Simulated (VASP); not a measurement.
# MgO (P6_3mc) in VASP: notebook, part 2 of 2

VASP 6.6.1. Earlier steps stand in the parts before.

## (4) Single point, PBE

This run uses another cell than the first one, of the same volume but with other edges.

Contents of INCAR:

```
SYSTEM = MgO
PREC = Accurate ; ENCUT = 520
EDIFF = 1E-6 ; ISMEAR = 0
SIGMA = 0.05 ; LREAL = .FALSE.
LASPH = .TRUE. ; NELM = 100
ALGO = Normal ; ISIF = 2
LWAVE = .FALSE. ; LCHARG = .FALSE.
GGA = PE ; NBANDS = 16
```

Contents of KPOINTS:

```
Automatic mesh
0
G
  9 9 6
  0 0 0
```

Contents of POSCAR:

```
MgO
1.0
    3.4772157108      0.0000000000      0.0000000000
   -1.7386078554      3.0113571399      0.0000000000
    0.0000000000      0.0000000000      4.6556441151
Mg O
2 2
Direct
    0.3333333333      0.6666666667      0.0063188013
    0.6666666667      0.3333333333      0.5063188013
    0.3333333333      0.6666666667      0.3982811987
    0.6666666667      0.3333333333      0.8982811987
```

Potentials or basis: VASP PAW PBE potentials, release 64 (Mg, O).

Started as:

```bash
cat potpaw_PBE.64/Mg/POTCAR potpaw_PBE.64/O/POTCAR > POTCAR
mpirun -np 1 vasp_std > vasp.out
```

OUTCAR:

```text
SYSTEM = MgO
   PREC = Accurate
   ENCUT = 520
   EDIFF = 1E-6
   ISMEAR = 0
   LREAL = .FALSE.
   LASPH = .TRUE.
   NELM = 100
   ISIF = 2
   GGA = PE

 ion  position               nearest neighbor table
   1  0.333  0.667  0.006-   3 1.82   4 2.07   4 2.07   4 2.07   2 3.07   2 3.07   2 3.07   2 3.07
                             2 3.07   2 3.07
   2  0.667  0.333  0.506-   4 1.82   3 2.07   3 2.07   3 2.07   1 3.07   1 3.07   1 3.07   1 3.07
                             1 3.07   1 3.07
   3  0.333  0.667  0.398-   1 1.82   2 2.07   2 2.07   2 2.07
   4  0.667  0.333  0.898-   2 1.82   1 2.07   1 2.07   1 2.07

[... 661 lines left out ...]
  -------------------------------------------------------------------------------------
  Total       -2.5350925     -2.5350925      6.8686136      0.0000000      0.0000000      0.0000000
  in kB      -83.3164434    -83.3164434    225.7386859      0.0000000      0.0000000      0.0000000
  external PRESSURE =      19.7019330 kB  Pullay stress =       0.0000000 kB

 VOLUME and BASIS-vectors are now :
 -----------------------------------------------------------------------------
  energy-cutoff  :      520.00
  volume of cell :       48.75
      direct lattice vectors                 reciprocal lattice vectors
     3.477215711  0.000000000  0.000000000     0.287586415  0.166038094  0.000000000
    -1.738607855  3.011357140  0.000000000     0.000000000  0.332076188  0.000000000
     0.000000000  0.000000000  4.655644115     0.000000000  0.000000000  0.214793050

 POSITION                                       TOTAL-FORCE (eV/Angst)
 -----------------------------------------------------------------------------------
     -0.00000      2.00757      0.02942        -0.000000      0.000000     -2.113270
      1.73861      1.00379      2.35724         0.000000      0.000000     -2.113270
     -0.00000      2.00757      1.85426        -0.000000      0.000000      2.113270
      1.73861      1.00379      4.18208         0.000000     -0.000000      2.113270
 -----------------------------------------------------------------------------------
    total drift:                               -0.000000      0.000000     -0.000465

  FREE ENERGIE OF THE ION-ELECTRON SYSTEM (eV)
  ---------------------------------------------------
  free  energy   TOTEN  =       -23.1077728097 eV

  energy  without entropy=      -23.1077728097  energy(sigma->0) =      -23.10777281
```

OSZICAR:

```text
N       E                     dE             d eps       ncg     rms          rms(c)
DAV:   1     0.617350219369E+02    0.61735E+02   -0.74346E+03  1544   0.877E+02
DAV:   2    -0.233927539040E+02   -0.85128E+02   -0.77969E+02  2144   0.195E+02
DAV:   3    -0.275030118167E+02   -0.41103E+01   -0.41002E+01  1688   0.445E+01
DAV:   4    -0.275207746216E+02   -0.17763E-01   -0.17762E-01  1896   0.343E+00
DAV:   5    -0.275208671771E+02   -0.92555E-04   -0.92555E-04  1696   0.237E-01    0.118E+01
DAV:   6    -0.231892530337E+02    0.43316E+01   -0.12525E+01  1568   0.264E+01    0.398E+00
DAV:   7    -0.231236624846E+02    0.65591E-01   -0.18181E-01  1544   0.344E+00    0.222E+00
DAV:   8    -0.231095326414E+02    0.14130E-01   -0.11472E-01  1648   0.357E+00    0.523E-01
DAV:   9    -0.231066983153E+02    0.28343E-02   -0.83639E-03  1832   0.819E-01    0.126E-01
DAV:  10    -0.231077301245E+02   -0.10318E-02   -0.10595E-03  1568   0.260E-01    0.351E-02
DAV:  11    -0.231077642592E+02   -0.34135E-04   -0.81758E-05  1688   0.796E-02    0.127E-02
DAV:  12    -0.231077732427E+02   -0.89834E-05   -0.20485E-05  1576   0.362E-02    0.128E-02
DAV:  13    -0.231077728097E+02    0.43296E-06   -0.24197E-06  1584   0.146E-02
   1 F= -.23107773E+02 E0= -.23107773E+02  d E =-.515106E-15
```

stdout:

```text
POSCAR found type information on POSCAR MgO
 POSCAR found :  2 types and       4 ions
 scaLAPACK will be used
 LDA part: xc-table for (Slater+PW92), standard interpolation
 POSCAR, INCAR and KPOINTS ok, starting setup
 FFT: planning ... GRIDC
 FFT: planning ... GRID_SOFT
 FFT: planning ... GRID
 WAVECAR not read
 entering main loop
```

Run time: 47 s. Hardware: 1 thread of Intel Xeon 8259CL, shared host; peak memory 0.19 GiB.

Results:

- Free energy: -23.1078 eV
- Pressure: 2.0 GPa
- Largest force: 2.113 eV/Å
- Band gap on the k mesh: 3.20 eV

Forces on the atoms (eV/Å):
```
Mg   0.000  0.000 -2.113
Mg   0.000  0.000 -2.113
O    0.000  0.000  2.113
O    0.000  0.000  2.113
```

Stress tensor (GPa, compression positive):
```
-8.33  0.00  0.00
 0.00 -8.33  0.00
 0.00  0.00 22.57
```

Caveat: an odd mesh through Γ misses points on the zone boundary, where band edges can lie; forces of over 1 eV/Å act on the atoms, so gaps and moduli don't describe the material at rest.

## (5) The runs side by side

```tsv
cell	gap on the mesh (eV)	pressure (GPa)	largest force (eV/Å)
a = 3.315, b = 3.315, c = 5.122 Å, angles 90.0, 90.0, 120.0°, 4 atoms, atomic positions A	3.24	-0.4	0.48
a = 3.477, b = 3.477, c = 4.656 Å, angles 90.0, 90.0, 120.0°, 4 atoms, atomic positions B	3.29	7.9	4.06
a = 3.477, b = 3.477, c = 4.656 Å, angles 90.0, 90.0, 120.0°, 4 atoms, atomic positions C	3.20	2.0	2.11
```

Alike in all rows: task single point; level PBE; potentials or basis VASP PAW PBE potentials, release 64 (Mg, O); no spin polarisation; k mesh 9 × 9 × 6; cutoff (eV) 520; smearing gaussian 0.05 eV.

Caveats: an odd mesh through Γ misses points on the zone boundary, where band edges can lie; forces of over 1 eV/Å act on the atoms, so gaps and moduli don't describe the material at rest (at least some runs); the cell stands under pressure (at least some runs).

Total energies depend on the potentials used, so only differences within one code and one set of settings carry meaning.
